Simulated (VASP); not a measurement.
Input of a VASP 6.6.1 run:

The input INCAR:

```
ALGO = Normal
EDIFF = 1E-6
ENCUT = 520
GGA = CA
ISIF = 2
ISMEAR = -1
LASPH = True
LCHARG = True
LELF = True
LREAL = False
LVHAR = True
LWAVE = False
NBANDS = 11
NELM = 100
PREC = Accurate
SIGMA = 0.05
```

KPOINTS

```
k-points
0
Gamma
  13 13 9
```

The input POSCAR:

```
BN
1.0
    2.4912079273      0.0000000000      0.0000000000
   -1.2383433262      2.1616250238      0.0000000000
   -0.6264323005     -1.0808125118      3.0022538854
N B
1 1
Direct
    0.6685060000      0.3323850000      0.9849990000
    0.9796430000      0.9834990000      0.0018060000
```

Potentials or basis: VASP PAW LDA potentials, release 64 (N, B).

Run with:

```bash
$ cat potpaw_LDA.64/N/POTCAR potpaw_LDA.64/B/POTCAR > POTCAR
$ mpirun -np 1 vasp_std > vasp.out
```

Q: Predict the pressure.

A: 2.0 GPa.

Q: Predict the largest force.

A: 2.822 eV/Å.

Q: Predict the band gap on the k mesh.

A: 2.62 eV, indirect (least direct gap 4.44 eV).

Forces on the atoms (eV/Å):
```
N   -1.721 -2.154  0.602
B    1.721  2.154 -0.602
```

Caveat: forces of over 1 eV/Å act on the atoms, so gaps and moduli don't describe the material at rest. A k mesh can miss the band edges.
